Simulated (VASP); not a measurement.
Runs of VASP 6.6.1 on RbBr (rocksalt type). The structure is that of space group Fm-3m (No. 225), or close to it. The cells are those of the table. 

```csv
task,cell,gap on the mesh (eV),pressure (GPa)
single point,"a = 5.001 Å, angles 60.0°, 2 atoms",(a),-0.2
electric field gradients,"a = 4.919 Å, angles 60.0°, 2 atoms",4.25,0.4
single point,"a = 4.961 Å, angles 60.0°, 2 atoms",4.19,0.0
single point,"a = 5.042 Å, angles 60.0°, 2 atoms",4.08,-0.5
single point,"a = 4.876 Å, angles 60.0°, 2 atoms",4.32,0.7
electric field gradients,"a = 4.876 Å, angles 60.0°, 2 atoms",4.32,0.7
electric field gradients,"a = 5.042 Å, angles 60.0°, 2 atoms",4.08,-0.5
single point,"a = 4.919 Å, angles 60.0°, 2 atoms",4.25,0.4
```

Alike in all rows: level PBE; potentials or basis VASP PAW PBE potentials, release 64 (Rb_sv, Br); no spin polarisation; k mesh 9 × 9 × 9; cutoff (eV) 520; smearing fermi-dirac 0.05 eV.

Problem. Fill in the values left out.

Solution. (a) 4.13.

A k mesh can miss the band edges, and the runs leave out spin-orbit coupling on Br, Rb.
